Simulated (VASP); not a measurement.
## ScAl3: single point with PBEsol

Crystal: ScAl3.

```xyz
4
Lattice="4.0718 0.0000 0.0000 0.0000 4.0718 0.0000 0.0000 0.0000 4.0718" Properties=species:S:1:pos:R:3 pbc="T T T"
Al    0.0000    2.0359    2.0359
Al    2.0359    0.0000    2.0359
Al    2.0359    2.0359    0.0000
Sc    0.0000    0.0000    0.0000
```

* Program: VASP 6.6.1
* Task: single point
* Functional: PBEsol
* Potentials or basis: VASP PAW PBE potentials, release 64 (Al, Sc_sv)
* Cutoff: 520 eV
* k mesh: 12 × 12 × 12
* Occupations: gaussian, width 0.1 eV
* Spin: no spin polarisation

```yaml
Pressure: 0.1 GPa
Band_gap_on_the_k_mesh: zero (band 10 reaches 8.26 eV, above the bottom of band 11 at 4.35 eV)
```

Levels at points of the mesh, in eV from the Fermi level:
| k point | band 6 | band 7 | band 8 | band 9 | band 10 | band 11 | band 12 | band 13 | band 14 | band 15 |
| --- | --- | --- | --- | --- | --- | --- | --- | --- | --- | --- |
| (0.00, 0.00, 0.00) | -2.65 | -2.65 | -1.82 | -1.82 | -1.82 | 1.21 | 1.29 | 1.29 | 1.29 | 4.87 |
| (0.50, 0.00, 0.00) | -7.38 | -1.75 | -1.75 | -1.52 | 0.94 | 1.01 | 1.01 | 1.33 | 1.64 | 2.18 |
| (0.50, 0.50, 0.00) | -5.65 | -5.65 | -4.41 | -0.56 | -0.56 | 1.20 | 1.36 | 2.08 | 2.51 | 3.47 |
| (0.50, 0.50, 0.50) | -4.82 | -4.82 | -4.53 | -2.97 | -2.97 | -2.97 | 0.93 | 2.62 | 2.62 | 4.10 |

Wall time 2.1 min on 1 thread of Oxide Virtual Turin-like Processor, with other jobs on the host, peak memory 0.19 GiB.

Caveat: the PAW data sets were made with another functional, which shifts forces and pressure a little.
